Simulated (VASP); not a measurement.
A run of VASP 6.6.1 is set up as follows.

The input INCAR:

```
SYSTEM = Be
PREC = Accurate
ENCUT = 520
EDIFF = 1E-6
ISMEAR = -1
SIGMA = 0.1
LREAL = .False.
LASPH = .True.
NELM = 60
ALGO = Normal
ISIF = 2
LWAVE = .False.
LCHARG = .False.
GGA = PS
NBANDS = 7
```

The input KPOINTS:

```
Automatic mesh
0
Gamma
  28 28 28
  0 0 0
```

File POSCAR:

```
Be
1.0
    0.0000000000      1.5947853850      1.5947853850
    1.5947853850      0.0000000000      1.5947853850
    1.5947853850      1.5947853850      0.0000000000
Be
1
Direct
    0.0000000000      0.0000000000      0.0000000000
```

Potentials or basis: VASP PAW PBE potentials, release 64 (Be).

Command:

```console
$ cat potpaw_PBE.64/Be/POTCAR > POTCAR
$ mpirun -np 1 vasp_std > vasp.out
```

(1) Predict the band gap on the k mesh.

(2) Estimate the pressure.

Results:

(1) zero (bands 1 and 2 overlap by 1.22 eV).

(2) -4.1 GPa.

Caveat: the cell stands under tension; the PAW data sets were made with another functional, which shifts forces and pressure a little.
